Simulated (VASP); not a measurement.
# Fe (Im-3m) in VASP: further runs, part 2 of 2

VASP 6.6.1. The steps go on from the part before.

## 5. Relaxation of cell and atoms, PBE, collinear spin, ferromagnetic start

The input, INCAR:

```
SYSTEM = Fe
PREC = Accurate
ENCUT = 600
EDIFF = 1E-7
ISMEAR = 0
SIGMA = 0.1
LREAL = .FALSE.
LASPH = .TRUE.
NELM = 200
ALGO = Normal
ISIF = 3
LWAVE = .FALSE.
LCHARG = .FALSE.
ISPIN = 2
MAGMOM = 4
LORBIT = 11
LMAXMIX = 4
GGA = PE
IBRION = 2
NSW = 50
EDIFFG = -0.07
GGA_COMPAT = .FALSE.
NELMIN = 4
```

The input, KPOINTS:

```
Automatic mesh
0
G
  4 4 4
  0 0 0
```

The input, POSCAR:

```
Fe
1.0
   -1.4315177495      1.4315177495      1.4315177495
    1.4315177495     -1.4315177495      1.4315177495
    1.4315177495      1.4315177495     -1.4315177495
Fe
1
Direct
    0.0000000000      0.0000000000      0.0000000000
```

Potentials or basis: VASP PAW PBE potentials, release 64 (Fe).

Launch:

```sh
$ cat potpaw_PBE.64/Fe/POTCAR > POTCAR
$ mpirun -np 1 vasp_std > vasp.out
```

OUTCAR:

```text
SYSTEM = Fe
   PREC = Accurate
   ENCUT = 600
   EDIFF = 1E-7
   ISMEAR = 0
   LREAL = .FALSE.
   LASPH = .TRUE.
   NELM = 200
   ISIF = 3
   ISPIN = 2
   LORBIT = 11
   GGA = PE
   IBRION = 2
   NSW = 50
   EDIFFG = -0.07
   NELMIN = 4

 ion  position               nearest neighbor table
   1  0.000  0.000  0.000-

  LATTYP: Found a body centered cubic cell.
 ALAT       =     2.8630354990

  Lattice vectors:

 A1 = (  -1.4315177495,   1.4315177495,   1.4315177495)
 A2 = (   1.4315177495,  -1.4315177495,   1.4315177495)
 A3 = (   1.4315177495,   1.4315177495,  -1.4315177495)

Analysis of symmetry for initial positions (statically):
=====================================================================
 Subroutine PRICEL returns:
 Original cell was already a primitive cell.

 Routine SETGRP: Setting up the symmetry group for a
 body centered cubic supercell.

 Subroutine GETGRP returns: Found 48 space group operations
 (whereof 48 operations were pure point group operations)
 out of a pool of 48 trial point group operations.

The static configuration has the point symmetry O_h .

Analysis of symmetry for dynamics (positions and initial velocities):
=====================================================================
 Subroutine PRICEL returns:
 Original cell was already a primitive cell.

 Routine SETGRP: Setting up the symmetry group for a
 body centered cubic supercell.

 Subroutine GETGRP returns: Found 48 space group operations
 (whereof 48 operations were pure point group operations)
 out of a pool of 48 trial point group operations.

The dynamic configuration has the point symmetry O_h .

Analysis of structural, dynamic, and magnetic symmetry:
=====================================================================
 Subroutine PRICEL returns:
 Original cell was already a primitive cell.

 Routine SETGRP: Setting up the symmetry group for a
 body centered cubic supercell.

 Subroutine GETGRP returns: Found 48 space group operations
 (whereof 48 operations were pure point group operations)
 out of a pool of 48 trial point group operations.

The overall configuration has the point symmetry O_h .
[... 120 lines left out ...]

 number of electron       7.9999998 magnetization       1.9999672

 Free energy of the ion-electron system (eV)
  ---------------------------------------------------
  ext. energy  EPLUGINS =         0.00000000
  ---------------------------------------------------
  free energy    TOTEN  =        -8.22637656 eV

  energy without entropy =       -8.22262179  energy(sigma->0) =       -8.22449917

------------------------ aborting loop because EDIFF is reached ----------------------------------------

  FORCE on cell =-STRESS in cart. coord.  units (eV):
  Direction    XX          YY          ZZ          XY          YZ          ZX
  --------------------------------------------------------------------------------------
  -------------------------------------------------------------------------------------
  Total       -0.7268931     -0.7268931     -0.7268931      0.0000000      0.0000000      0.0000000
  in kB      -99.2500935    -99.2500935    -99.2500935      0.0000000      0.0000000      0.0000000
  external PRESSURE =     -99.2500935 kB  Pullay stress =       0.0000000 kB
[... 57 lines left out ...]
--------------------------------------- Ionic step        3  -------------------------------------------

 number of electron       8.0000006 magnetization       1.9995785

 Free energy of the ion-electron system (eV)
  ---------------------------------------------------
  ext. energy  EPLUGINS =         0.00000000
  ---------------------------------------------------
  free energy    TOTEN  =        -8.24521774 eV

  energy without entropy =       -8.23979820  energy(sigma->0) =       -8.24250797

 E-fermi :   6.4174     XC(G=0): -13.2067

 val. band max:        6.4130515401   @ k =   0.5000   0.5000   0.5000
 cond. band min:       6.4860260868   @ k =   0.5000   0.0000   0.0000
 fundamental gap:      0.0729745468
 Fermi energy:         6.4174152603

 spin component 1

 k-point     1 :       0.0000    0.0000    0.0000
  band No.  band energies     occupation
      1      -2.5623      1.00000
      2       3.8927      1.00000
      3       3.8927      1.00000
      4       3.8927      1.00000
      5       5.0308      1.00000
      6       5.0308      1.00000
      7      31.1399      0.00000
      8      31.1399      0.00000
      9      31.1399      0.00000
     10      36.3428      0.00000
[... 79 lines left out ...]
 k-point     8 :       0.5000    0.5000    0.5000
  band No.  band energies     occupation
      1       1.1164      1.00000
      2       1.1164      1.00000
      3       6.4130      0.52468
      4       6.4131      0.52461
      5       6.4131      0.52460
      6      16.0610      0.00000
      7      16.0610      0.00000
      8      16.0610      0.00000
      9      21.8424      0.00000
     10      21.8424      0.00000
 Fermi energy:         6.4174152603

 spin component 2

 k-point     1 :       0.0000    0.0000    0.0000
  band No.  band energies     occupation
      1      -2.3269      1.00000
      2       5.4697      1.00000
      3       5.4700      1.00000
      4       5.4700      1.00000
      5       7.7123      0.00000
      6       7.7126      0.00000
      7      31.0020      0.00000
      8      31.0020      0.00000
      9      31.0020      0.00000
     10      36.6857      0.00000
[... 117 lines left out ...]
  FREE ENERGIE OF THE ION-ELECTRON SYSTEM (eV)
  ---------------------------------------------------
  free  energy   TOTEN  =        -8.2452177398 eV

  energy  without entropy=       -8.2397982038  energy(sigma->0) =       -8.24250797

 reached required accuracy - stopping structural energy minimisation

 total charge

# of ion       s       p       d       tot
------------------------------------------
    1        0.504   0.518   6.296   7.319

 magnetization (x)

# of ion       s       p       d       tot
------------------------------------------
    1        0.001  -0.028   2.010   1.983
```

It took 41 s on 1 thread of Intel Xeon 8259CL, shared host; peak memory 0.14 GiB.

Results:

| Quantity | Value |
| --- | --- |
| Free energy | -8.2452 eV |
| Relaxed volume | 11.16 Å³/atom |
| Relaxed cell | a = 2.439 Å, b = 2.439 Å, c = 2.439 Å, α = 109.47°, β = 109.47°, γ = 109.47° |
| Space group after relaxing (to 0.05 Å) | Im-3m (No. 229) |
| Energy gained by relaxing | 18.8 meV/atom |
| Ionic steps | 3 |
| Pressure after relaxing | -0.2 GPa |
| Band gap on the k mesh | zero (filled and empty bands overlap) |
| Net moment | 2.00 μB per cell |
| Site moments | Fe +1.98 μB |
| Valence electrons inside the program's atomic spheres | Fe 7.32 |

Step by step:
```tsv
step	energy change (eV)	largest force (eV/Å)	pressure (GPa)	volume (Å³)
1	0.0000	0.0000	-9.93	11.73
2	0.0047	0.0000	12.41	10.54
3	-0.0188	0.0000	-0.24	11.16
```

Final structure:
```
Fe
1.0
    -1.40787    1.40787    1.40787
     1.40787   -1.40787    1.40787
     1.40787    1.40787   -1.40787
Fe
1
Direct
  0.00000 0.00000 0.00000
```

Caveat: the k points lie up to 0.79 Å⁻¹ apart in the final cell.

## 6. Single point, r2SCAN, collinear spin, ferromagnetic start

Edit POSCAR of step 5 so:

```diff
@@ -8,2 +8,2 @@
 Direct
-    0.0000000000      0.0000000000      0.0000000000
+    0.8880000000      0.8590000000      0.1160000000
```

The input, INCAR.step1:

```
ALGO = Normal
EDIFF = 1E-5
ENCUT = 660
GGA = PE
GGA_COMPAT = F
ISMEAR = 0
ISPIN = 2
LASPH = T
LCHARG = F
LMAXMIX = 4
LREAL = F
LWAVE = T
MAGMOM = 4
NBANDS = 14
NELM = 200
PREC = Accurate
SIGMA = 0.1
```

The input, INCAR.step2:

```
ALGO = Normal
EDIFF = 1E-6
ENCUT = 660
GGA_COMPAT = F
ISIF = 2
ISMEAR = 0
ISPIN = 2
ISTART = 1
LASPH = T
LCHARG = F
LMAXMIX = 4
LMIXTAU = T
LORBIT = 11
LREAL = F
LWAVE = F
MAGMOM = 4
METAGGA = R2SCAN
NBANDS = 14
NELM = 200
PREC = Accurate
SIGMA = 0.1
```

The input, KPOINTS:

```
k-points
0
Gamma
  8 8 8
```

Potentials or basis: VASP PAW PBE potentials, release 64 (Fe).

Launch:

```sh
$ cat potpaw_PBE.64/Fe/POTCAR > POTCAR
$ cp INCAR.step1 INCAR
$ mpirun -np 1 vasp_std > vasp.out
$ cp INCAR.step2 INCAR
$ mpirun -np 1 vasp_std > vasp.out
```

Run time: 1.7 min. Hardware: 1 thread of Intel Xeon 8259CL, shared host; peak memory 0.16 GiB.

Results (log left out):

| Quantity | Value |
| --- | --- |
| Free energy | -14.3620 eV |
| Pressure | -0.8 GPa |
| Net moment | 2.62 μB per cell |
| Site moments | Fe +2.69 μB |
| Valence electrons inside the program's atomic spheres | Fe 7.21 |

Levels at points of the mesh, in eV from the Fermi level:
Spin up:
```tsv
k point	band 3	band 4	band 5	band 6	band 7	band 8
(0.00, 0.00, 0.00)	-3.01	-3.01	-1.79	-1.79	25.70	25.70
(0.50, 0.00, 0.00)	-1.75	-1.63	-0.47	0.59	6.96	18.85
(0.50, 0.50, 0.50)	-0.72	-0.72	-0.72	10.01	10.01	10.01
```
Spin down:
```tsv
k point	band 1	band 2	band 3	band 4	band 5	band 6
(0.00, 0.00, 0.00)	-9.11	0.38	0.38	0.38	2.59	2.59
(0.50, 0.00, 0.00)	-3.50	-1.04	0.02	2.42	2.88	3.44
(0.50, 0.50, 0.50)	-2.66	-2.66	3.13	3.13	3.13	10.34
```

Caveat: the k points lie up to 0.39 Å⁻¹ apart; the PAW data sets were made with another functional, which shifts forces and pressure a little.

## 7. The runs side by side

```csv
task,level,potentials or basis,cell,k mesh,cutoff (eV),smearing,gap on the mesh (eV),pressure (GPa),moment (μB)
single point,revPBE,"VASP PAW PBE potentials, release 64 (Fe)",as given,8 × 8 × 8,600,gaussian 0.1 eV,none,0.5,2.35
single point,BLYP+D3(BJ),"VASP PAW PBE potentials, release 64 (Fe)",as given,8 × 8 × 8,600,gaussian 0.1 eV,none,-7.1,2.31
single point,LDA,"VASP PAW LDA potentials, release 64 (Fe)",as given,8 × 8 × 8,600,methfessel-paxton 0.24 eV,none,-24.1,2.10
relaxation of cell and atoms,PBE,"VASP PAW PBE potentials, release 64 (Fe)",relaxed,4 × 4 × 4,600,gaussian 0.1 eV,none,-0.2,2.00
single point,r2SCAN,"VASP PAW PBE potentials, release 64 (Fe)",as given,8 × 8 × 8,660,gaussian 0.1 eV,none,-0.8,2.62
```

Alike in all rows: spin collinear, ferromagnetic start.

Caveats: all runs use coarse meshes; the PAW data sets were made with another functional, which shifts forces and pressure a little (some runs); three body term missing (some runs); pairwise dispersion overbinds metals, which lowers pressure and volume (some runs).

Total energies depend on the potentials used, so only differences within one code and one set of settings carry meaning.
